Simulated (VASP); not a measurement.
Sb2Se3:

```
CELL_PARAMETERS angstrom
2.34496 -3.07785 0.00000
2.34496 3.07785 0.00000
0.00000 0.00000 10.52736
ATOMIC_POSITIONS crystal
Sb 0.50000 0.50000 0.50000
Sb 0.00000 0.00000 0.00000
Se 0.00000 0.00000 0.74399
Se 0.00000 0.00000 0.25601
Se 0.00000 0.00000 0.50000
```

The cell was generated, and may not be a known phase.

* Program: VASP 6.6.1
* Task: relaxation of cell and atoms
* Functional: PBE
* Potentials or basis: VASP PAW PBE potentials, release 64 (Sb, Se)
* Cutoff: 500 eV
* k mesh: 3 × 3 × 1
* Occupations: gaussian, width 0.15 eV
* Spin: no spin polarisation

At the start: pressure 11.8 GPa; volume 30.39 Å³/atom.

Q: Where does the relaxation end?

A: Over 12 steps the energy falls by 598.4 meV/atom and the volume is 35.60 Å³/atom (+17.1 %); space group Cmmm (No. 65, to 0.1 Å) before, P4/mmm (No. 123, to 0.1 Å).

The path:
```csv
step,energy change (eV),largest force (eV/Å),pressure (GPa),volume (Å³)
1,0.0000,0.8705,11.78,151.96
2,-1.6328,1.3876,-2.88,204.75
3,-1.7828,1.2618,-0.59,188.23
4,-2.0557,1.1024,-1.04,186.75
5,-2.7511,0.4856,-1.42,182.01
6,-2.4020,0.4829,5.15,168.83
7,-2.9675,0.0629,-0.31,178.25
8,-2.9817,0.0329,0.15,177.05
9,-2.9821,0.0587,0.30,176.70
10,-2.9913,0.0359,-0.24,179.74
11,-2.9914,0.0266,-0.20,179.47
12,-2.9921,0.0018,0.14,177.99
```

Final structure:
```
CELL_PARAMETERS angstrom
2.63167 -2.63251 0.00000
2.63167 2.63251 0.00000
0.00000 0.00000 12.84577
ATOMIC_POSITIONS crystal
Sb 0.50000 0.50000 0.50000
Sb 0.00000 0.00000 0.00000
Se 0.00000 0.00000 0.77835
Se 0.00000 0.00000 0.22165
Se 0.00000 0.00000 0.50000
```

Caveat: the k points lie up to 0.56 Å⁻¹ apart in the final cell; the volume moved by over 15 % at a fixed basis, so the end points are rough; this functional lacks dispersion, which binds layers or chains, so the pressure and a relaxed spacing across them are unreliable.
